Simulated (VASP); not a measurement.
# RbBr in VASP: a series of runs, part 3 of 3

VASP 6.6.1. Earlier steps stand in the parts before.

### 4 Single point, PBEsol (mode 5 frozen in at -0.432 Å and mode 6 at -0.346 Å (largest displacements))

INCAR reads:

```
  PREC = Accurate
  ENCUT = 520
  EDIFF = 1E-6
  ISMEAR = 0
  SIGMA = 0.05
  LREAL = False
  LASPH = True
  NELM = 100
  ALGO = Normal
  ISIF = 2
  LWAVE = False
  LCHARG = False
  GGA = PS
  NBANDS = 15
```

KPOINTS reads:

```
Automatic mesh
0
Gamma
  6 6 6
```

POSCAR reads:

```
RbBr
1.0
    4.0701688540      0.0000000000      0.0000000000
    0.0000000000      4.0701688540      0.0000000000
    0.0000000000      0.0000000000      4.0701688540
Rb Br
1 1
Direct
    0.0000000000     -0.0992287032     -0.0793829626
    0.5000000000      0.6061381027      0.5849104822
```

Potentials or basis: VASP PAW PBE potentials, release 64 (Rb_sv, Br).

Started as:

```console
$ cat potpaw_PBE.64/Rb_sv/POTCAR potpaw_PBE.64/Br/POTCAR > POTCAR
$ mpirun -np 1 vasp_std > vasp.out
```

OUTCAR:

```text
PREC = Accurate
   ENCUT = 520
   EDIFF = 1E-6
   ISMEAR = 0
   LREAL = False
   LASPH = True
   NELM = 100
   ISIF = 2
   GGA = PS

 ion  position               nearest neighbor table
   1  0.000  0.901  0.921-   2 2.73   2 2.73   2 3.59   2 3.59   2 3.78   2 3.78
   2  0.500  0.606  0.585-   1 2.73   1 2.73   1 3.59   1 3.59   1 3.78   1 3.78

  LATTYP: Found a simple cubic cell.
 ALAT       =     4.0701688540

  Lattice vectors:

 A1 = (   4.0701688540,   0.0000000000,   0.0000000000)
 A2 = (   0.0000000000,   4.0701688540,   0.0000000000)
 A3 = (   0.0000000000,   0.0000000000,   4.0701688540)

Analysis of symmetry for initial positions (statically):
=====================================================================
 Subroutine PRICEL returns:
 Original cell was already a primitive cell.

 Routine SETGRP: Setting up the symmetry group for a
 simple cubic supercell.

 Subroutine GETGRP returns: Found  2 space group operations
 (whereof  2 operations were pure point group operations)
 out of a pool of 48 trial point group operations.

The static configuration has the point symmetry C_1h.

Analysis of symmetry for dynamics (positions and initial velocities):
=====================================================================
 Subroutine PRICEL returns:
 Original cell was already a primitive cell.

 Routine SETGRP: Setting up the symmetry group for a
 simple cubic supercell.

 Subroutine GETGRP returns: Found  2 space group operations
 (whereof  2 operations were pure point group operations)
 out of a pool of 48 trial point group operations.

The dynamic configuration has the point symmetry C_1h.

 Subroutine INISYM returns: Found  2 space group operations
 (whereof  2 operations are pure point group operations),
 and found     1 'primitive' translations

----------------------------------------------------------------------------------------

                                     Primitive cell

  volume of cell :      67.4275

  direct lattice vectors                    reciprocal lattice vectors
     4.070168854  0.000000000  0.000000000     0.245690053  0.000000000  0.000000000
     0.000000000  4.070168854  0.000000000     0.000000000  0.245690053  0.000000000
     0.000000000  0.000000000  4.070168854     0.000000000  0.000000000  0.245690053

  length of vectors
     4.070168854  4.070168854  4.070168854     0.245690053  0.245690053  0.245690053

  position of ions in fractional coordinates (direct lattice)
     0.000000000  0.900771297  0.920617037
     0.500000000  0.606138103  0.584910482

  ion indices of the primitive-cell ions
   primitive index   ion index
                 1           1
                 2           2

----------------------------------------------------------------------------------------

 KPOINTS: Automatic mesh

Automatic generation of k-mesh.
 Grid dimensions read from file:
 generate k-points for:    6    6    6

 Generating k-lattice:

  Cartesian coordinates                     Fractional coordinates (reciprocal lattice)
     0.040948342  0.000000000  0.000000000     0.166666667  0.000000000  0.000000000
     0.000000000  0.040948342  0.000000000     0.000000000  0.166666667  0.000000000
     0.000000000  0.000000000  0.040948342     0.000000000  0.000000000  0.166666667

  Length of vectors
     0.040948342  0.040948342  0.040948342

  Shift w.r.t. Gamma in fractional coordinates (k-lattice)
     0.000000000  0.000000000  0.000000000

 Subroutine IBZKPT returns following result:
 ===========================================

 Found     80 irreducible k-points:

 Following reciprocal coordinates:
            Coordinates               Weight
  0.000000  0.000000  0.000000      1.000000
  0.166667  0.000000  0.000000      2.000000
  0.000000  0.166667  0.000000      2.000000
  0.000000  0.000000  0.166667      2.000000
  0.333333  0.000000  0.000000      2.000000
  0.000000  0.333333  0.000000      2.000000
[... 16 lines left out ...]
  0.500000  0.166667  0.000000      2.000000
  0.000000  0.500000  0.166667      2.000000
 [... further k-points ...]
   k-points           NKPTS =     80   k-points in BZ     NKDIM =     80   number of bands    NBANDS=     15
   number of dos      NEDOS =    301   number of ions     NIONS =      2
   total plane-waves  NPLWV =  27000
   dimension x,y,z NGX =    30 NGY =   30 NGZ =   30
   dimension x,y,z NGXF=    60 NGYF=   60 NGZF=   60
   ions per type =               1   1
   NGX,Y,Z   is equivalent  to a cutoff of  12.25, 12.25, 12.25 a.u.
   NGXF,Y,Z  is equivalent  to a cutoff of  24.51, 24.51, 24.51 a.u.
 SYSTEM =  unknown system
   PREC   = accura    normal or accurate (medium, high low for compatibility)
   ISTART =      0    job   : 0-new  1-cont  2-samecut
   ICHARG =      2    charge: 1-file 2-atom 10-const
   ISPIN  =      1    spin polarized calculation?
   LNONCOLLINEAR =      F non collinear calculations
   LSORBIT =      F    spin-orbit coupling
   LASPH  =      T    aspherical Exc in radial PAW
   ENCUT  =  520.0 eV  38.22 Ry    6.18 a.u.   7.57  7.57  7.57*2*pi/ulx,y,z
   NELM   =    100;   NELMIN=  2; NELMDL= -5     # of ELM steps
   EDIFF  = 0.1E-05   stopping-criterion for ELM
   LREAL  =      F    real-space projection
   EDIFFG = 0.1E-04   stopping-criterion for IOM
   NSW    =      0    number of steps for IOM
   IBRION =     -1    ionic relax: 0-MD 1-quasi-New 2-CG
   NFREE  =      0    steps in history (QN), initial steepest desc. (CG)
   ISIF   =      2    stress and relaxation
   ISYM   =      2    0-nonsym 1-usesym 2-fastsym
   POTIM  = 0.5000    time-step for ionic-motion
   TEBEG  =    0.0;   TEEND  =   0.0 temperature during run
   PSTRESS=    0.0 pullay stress
   NELECT =      16.0000    total number of electrons
   NUPDOWN=      -1.0000    fix difference up-down
   EMIN   =  10.00;   EMAX   =-10.00  energy-range for DOS
   EFERMI =   0.00;   METHOD = LEGACY
   ISMEAR =     0;   SIGMA  =   0.05  broadening in eV -4-tet -1-fermi 0-gaus
   EFERMI_NEDOS =   21; number of points for ismear=-14 and -15
   IALGO  =     38    algorithm
   IMIX   =      4    mixing-type and parameters
     AMIX     =   0.40;   BMIX     =  1.00
     AMIX_MAG =   1.60;   BMIX_MAG =  1.00
  volume/ion in A,a.u.               =      33.71       227.51
  Fermi-wavevector in a.u.,A,eV,Ry     =   1.013528  1.915290 13.976434  1.027239
  Thomas-Fermi vector in A             =   2.146702
   LORBIT       =      0    0 simple, 1 ext, 2 COOP (PROOUT), +10 PAW based schemes
   GGA     = PS    functional components
   LHFCALC =     F    Hartree Fock is set to
   AEXX    =    0.0000 exact exchange contribution
   IVDW    =     0    specifies the selected vdW correction
   LEPSILON=     F    determine dielectric tensor
   LRPA    =     F    only Hartree local field effects (RPA)
 non-spin polarized calculation
 Gauss-broadening in eV      SIGMA  =   0.05
  energy-cutoff  :      520.00
  volume of cell :       67.43
 maximum number of plane-waves:      1856
   NGX = 15   NGY = 15   NGZ = 15

 number of electron      16.0000000 magnetization

 Free energy of the ion-electron system (eV)
  ---------------------------------------------------
  ext. energy  EPLUGINS =         0.00000000
  ---------------------------------------------------
  free energy    TOTEN  =        -5.26705084 eV

  energy without entropy =       -5.26705084  energy(sigma->0) =       -5.26705084

 E-fermi :  -0.4394     XC(G=0):  -8.1008

 val. band max:       -0.6695798347   @ k =   0.5000   0.0000   0.3333
 cond. band min:       3.4247235626   @ k =   0.0000   0.0000   0.0000
 fundamental gap:      4.0943033973
 Fermi energy:        -0.4393633565

 k-point     1 :       0.0000    0.0000    0.0000
  band No.  band energies     occupation
      1     -25.3130      2.00000
      2     -13.6297      2.00000
      3      -9.5389      2.00000
      4      -9.2978      2.00000
      5      -9.2005      2.00000
      6      -1.2406      2.00000
      7      -1.0531      2.00000
      8      -0.8653      2.00000
      9       3.4247      0.00000
     10       5.4627      0.00000
     11       6.5950      0.00000
     12       9.1398      0.00000
     13       9.2246      0.00000
     14      10.0063      0.00000
     15      10.1367      0.00000
[... 397 lines left out ...]
 k-point    24 :       0.0000    0.5000    0.1667
  band No.  band energies     occupation
      1     -25.2783      2.00000
      2     -13.6182      2.00000
      3      -9.5774      2.00000
      4      -9.4531      2.00000
      5      -9.1960      2.00000
      6      -2.2902      2.00000
      7      -1.2123      2.00000
      8      -1.0322      2.00000
      9       5.6730      0.00000
     10       6.4545      0.00000
     11       7.2335      0.00000
     12       7.8222      0.00000
     13       8.4801      0.00000
     14      10.2469      0.00000
     15      10.9390      0.00000

 [... further k-points ...]
[... 5 lines left out ...]
  --------------------------------------------------------------------------------------
  -------------------------------------------------------------------------------------
  Total        6.1286829      2.2300725      2.8924201      0.0000000      2.6278352      0.0000000
  in kB      145.6265131     52.9898006     68.7281536      0.0000000     62.4412267      0.0000000
  external PRESSURE =      89.1148224 kB  Pullay stress =       0.0000000 kB

 VOLUME and BASIS-vectors are now :
 -----------------------------------------------------------------------------
  energy-cutoff  :      520.00
  volume of cell :       67.43
      direct lattice vectors                 reciprocal lattice vectors
     4.070168854  0.000000000  0.000000000     0.245690053  0.000000000  0.000000000
     0.000000000  4.070168854  0.000000000     0.000000000  0.245690053  0.000000000
     0.000000000  0.000000000  4.070168854     0.000000000  0.000000000  0.245690053

 POSITION                                       TOTAL-FORCE (eV/Angst)
 -----------------------------------------------------------------------------------
      0.00000      3.66629      3.74707         0.000000      1.967176      2.141820
      2.03508      2.46708      2.38068         0.000000     -1.967176     -2.141820
 -----------------------------------------------------------------------------------
    total drift:                                0.000000     -0.000041     -0.000073

  FREE ENERGIE OF THE ION-ELECTRON SYSTEM (eV)
  ---------------------------------------------------
  free  energy   TOTEN  =        -5.2670508356 eV

  energy  without entropy=       -5.2670508356  energy(sigma->0) =       -5.26705084
```

OSZICAR:

```text
N       E                     dE             d eps       ncg     rms          rms(c)
DAV:   1     0.795129232709E+02    0.79513E+02   -0.65870E+03  2400   0.909E+02
DAV:   2    -0.169751468664E+00   -0.79683E+02   -0.73501E+02  3329   0.172E+02
DAV:   3    -0.539432989699E+01   -0.52246E+01   -0.52032E+01  3630   0.442E+01
DAV:   4    -0.555205642383E+01   -0.15773E+00   -0.15771E+00  3336   0.572E+00
DAV:   5    -0.555394287863E+01   -0.18865E-02   -0.18864E-02  3503   0.574E-01    0.710E+00
DAV:   6    -0.529311640964E+01    0.26083E+00   -0.28817E-01  3128   0.314E+00    0.458E+00
DAV:   7    -0.526293033808E+01    0.30186E-01   -0.20526E-01  3275   0.260E+00    0.128E+00
DAV:   8    -0.526622486014E+01   -0.32945E-02   -0.22797E-02  2667   0.959E-01    0.172E-01
DAV:   9    -0.526667560342E+01   -0.45074E-03   -0.13056E-03  3405   0.245E-01    0.709E-02
DAV:  10    -0.526698968519E+01   -0.31408E-03   -0.36399E-04  2750   0.111E-01    0.344E-02
DAV:  11    -0.526704715614E+01   -0.57471E-04   -0.66956E-05  3044   0.548E-02    0.126E-02
DAV:  12    -0.526705068272E+01   -0.35266E-05   -0.61337E-06  3219   0.184E-02    0.706E-03
DAV:  13    -0.526705083560E+01   -0.15287E-06   -0.19612E-06  3163   0.836E-03
   1 F= -.52670508E+01 E0= -.52670508E+01  d E =-.279982E-12
```

stdout:

```text
POSCAR found type information on POSCAR RbBr
 POSCAR found :  2 types and       2 ions
 scaLAPACK will be used
 -----------------------------------------------------------------------------
|                                                                             |
|                                                                             |
|     You enforced a specific xc type in the INCAR file but a different       |
|     I HOPE YOU KNOW WHAT YOU ARE DOING!                                     |
|                                                                             |
 -----------------------------------------------------------------------------

 LDA part: xc-table for (Slater+PW92), standard interpolation
 POSCAR, INCAR and KPOINTS ok, starting setup
 FFT: planning ... GRIDC
 FFT: planning ... GRID_SOFT
 FFT: planning ... GRID
 WAVECAR not read
 entering main loop
```

Wall time 62 s (1 thread of Intel Xeon 6975P-C (Granite Rapids), shared host); peak memory 0.22 GiB.

Results:

```
Free energy            : -5.2671 eV
Pressure               : 8.9 GPa
Largest force          : 2.908 eV/Å
Band gap on the k mesh : 4.09 eV, indirect (least direct gap 4.29 eV)
```

Forces on the atoms (eV/Å):
```
Rb   0.000  1.967  2.142
Br   0.000 -1.967 -2.142
```

Stress tensor (GPa, compression positive):
```
14.56  0.00  0.00
 0.00  5.30  6.24
 0.00  6.24  6.87
```

Caveat: the cell differs from its parent crystal (mode 5 frozen in at -0.432 Å and mode 6 at -0.346 Å (largest displacements)); the PAW data sets were made with another functional, which shifts forces and pressure a little. A k mesh can miss the band edges.
